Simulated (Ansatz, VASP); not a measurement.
# One calculation of Hf2ClO4, two programs

File INCAR:

```
PREC = Accurate ; ENCUT = 520
EDIFF = 1E-6 ; ISMEAR = 0
SIGMA = 0.05 ; LREAL = F
LASPH = T ; NELM = 200
ALGO = Normal ; ISIF = 2
LWAVE = F ; LCHARG = T
ISPIN = 2 ; MAGMOM = 0 0 0 0 0 0 1
LORBIT = 11 ; LMAXMIX = 4
LDIPOL = T ; IDIPOL = 3
DIPOL = 0.5 0.5 0.316 ; GGA = PE
IVDW = 12 ; LELF = T
LVHAR = T ; LVACPOTAV = T
NBANDS = 38 ; GGA_COMPAT = F
NELMDL = -8
```

Contents of KPOINTS:

```
regular mesh
0
Gamma
  9 9 1
```

POSCAR

```
Hf2ClO4
1.0
    3.5874453701      0.0000000000      0.0000000000
   -1.7937226850      3.1068188252      0.0000000000
    0.0000000000      0.0000000000     21.4612281329
O Hf Cl
4 2 1
Direct
    0.0000000000      0.0000000000      0.1863826234
    0.3333333333      0.6666666667      0.2546251504
    0.6666666667      0.3333333333      0.3182215794
    0.0000000000      0.0000000000      0.3895969085
    0.6666666667      0.3333333333      0.2205038869
    0.3333333333      0.6666666667      0.3527665830
    0.6666666667      0.3333333333      0.4921073513
```

Input for Ansatz:

```yaml
crystal:
  lattice:
    - [3.5874453701, 0.0, 0.0]
    - [-1.793722685, 3.1068188252, 0.0]
    - [0.0, 0.0, 21.4612281329]
  atoms:
    - { symbol: O, position: [0.0, 0.0, 0.1863826234] }
    - { symbol: Hf, position: [0.6666666667, 0.3333333333, 0.2205038869] }
    - { symbol: O, position: [0.3333333333, 0.6666666667, 0.2546251504] }
    - { symbol: O, position: [0.6666666667, 0.3333333333, 0.3182215794] }
    - { symbol: Hf, position: [0.3333333333, 0.6666666667, 0.352766583] }
    - { symbol: O, position: [0.0, 0.0, 0.3895969085] }
    - { symbol: Cl, position: [0.6666666667, 0.3333333333, 0.4921073513], spin: 1.0 }
basis:
  ecutwfc: 420
kpoints:
  mp_grid: { grid: [9, 9, 1] }
hamiltonian:
  xc: pbe
  pseudopotentials: { kind: paw, azcp: { folder: soft_1 } }
  dispersion: d3bj
scf:
  occupations: { method: gaussian, width: 0.05 }
output:
  forces: true
  eigenvalues: true
  populations: true
magnetization:
  spin_polarized: true
efield:
  axis: 3
  dipole_correction: true
  ramp_width: 0.04
```

Alike in both runs: task single point; functional PBE; dispersion D3(BJ); k mesh 9 × 9 × 1; occupations gaussian, width 0.05 eV; collinear spin.

|  | VASP | Ansatz |
| --- | --- | --- |
| version | VASP 6.6.1 | Ansatz 0.2.0 |
| potentials or method | VASP PAW PBE potentials, release 64 (O, Hf_pv, Cl), cutoff 520 eV | scalar-relativistic, plane waves, PAW |
| valence electrons in the cell | 51 | 83 |

|  | VASP | Ansatz | Ansatz less VASP |
| --- | --- | --- | --- |
| gap on the k mesh at the Fermi level (eV) | none | none | - |
| rms of the force components (eV/Å) | 0.332 | 0.333 | +0.0017 |
| net moment per atom (μB) | 0.14 | 0.14 | 0.000 |
| size of the moment on the site where the two differ most (μB) | 0.65 | 0.78 | +0.127 |
| work function, face that differs most (eV) | 5.73 | 5.72 | -0.011 |

Site moments also hang on the region over which each program counts them. A gap of «none» marks a metal or a gap that the smearing closes. VASP's potentials hold 51 valence electrons a cell and Ansatz's 83, so a difference there can come from the potentials and not from the codes. Ansatz's warnings: stability check not made.

Spin-orbit coupling is off throughout.
